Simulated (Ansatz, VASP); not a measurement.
Two plane-wave programs on MoS2

INCAR

```
SYSTEM = MoS2
PREC = Accurate
ENCUT = 520
EDIFF = 1E-7
ISMEAR = -1
SIGMA = 0.05
LREAL = .FALSE.
LASPH = .TRUE.
NELM = 100
ALGO = Normal
ISIF = 2
LWAVE = .FALSE.
LCHARG = .TRUE.
LELF = .TRUE.
LVHAR = .TRUE.
NBANDS = 20
```

File KPOINTS:

```
regular mesh
0
G
  10 10 10
  0 0 0
```

Contents of POSCAR:

```
MoS2
1.0
    1.5693956536      0.9060910031      6.1087235885
   -1.5693956536      0.9060910031      6.1087235885
    0.0000000000     -1.8121820061      6.1087235885
Mo S
1 2
Direct
    0.0000000000      0.0000000000      0.0000000000
    0.4170000000      0.4170000000      0.4170000000
    0.2500000000      0.2500000000      0.2500000000
```

Contents of input.yaml:

```yaml
crystal:
  lattice:
    - [1.5693956536, 0.9060910031, 6.1087235885]
    - [-1.5693956536, 0.9060910031, 6.1087235885]
    - [0.0, -1.8121820061, 6.1087235885]
  atoms:
    - { symbol: Mo, position: [0.0, 0.0, 0.0] }
    - { symbol: S, position: [0.417, 0.417, 0.417] }
    - { symbol: S, position: [0.25, 0.25, 0.25] }
hamiltonian:
  xc: lda
  pseudopotentials: { kind: paw }
kpoints:
  mp_grid: { grid: [10, 10, 10] }
scf:
  occupations: { method: fermi_dirac, width: 0.05 }
output:
  forces: true
  stress: true
  eigenvalues: true
```

Alike in both runs: task single point; functional LDA; k mesh 10 × 10 × 10; occupations fermi-dirac, width 0.05 eV; no spin polarisation.

|  | VASP | Ansatz |
| --- | --- | --- |
| version | VASP 6.6.1 | Ansatz 0.2.0 |
| potentials or method | VASP PAW LDA potentials, release 64 (Mo_sv, S) | Ansatz PAW |
| plane-wave cutoff (eV) | 520 | 420 |
| valence electrons in the cell | 26 | 26 |

|  | VASP | Ansatz | Ansatz less VASP |
| --- | --- | --- | --- |
| gap on the k mesh at the Fermi level (eV) | 0.87 | 0.86 | -0.012 |
| least direct gap on the mesh (eV) | 2.02 | 2.01 | -0.007 |
| pressure (GPa) | 0.9 | 0.8 | -0.12 |
| traceless stress, the component that is largest in VASP (GPa) | 1.88 | 1.92 | +0.038 |
| rms of the force components (eV/Å) | 0.194 | 0.186 | -0.0071 |

LDA's correlation is that of Perdew and Zunger in VASP and of Perdew and Wang (1992) in Ansatz. Atom by atom the forces differ by 0.007 eV/Å (rms over components).
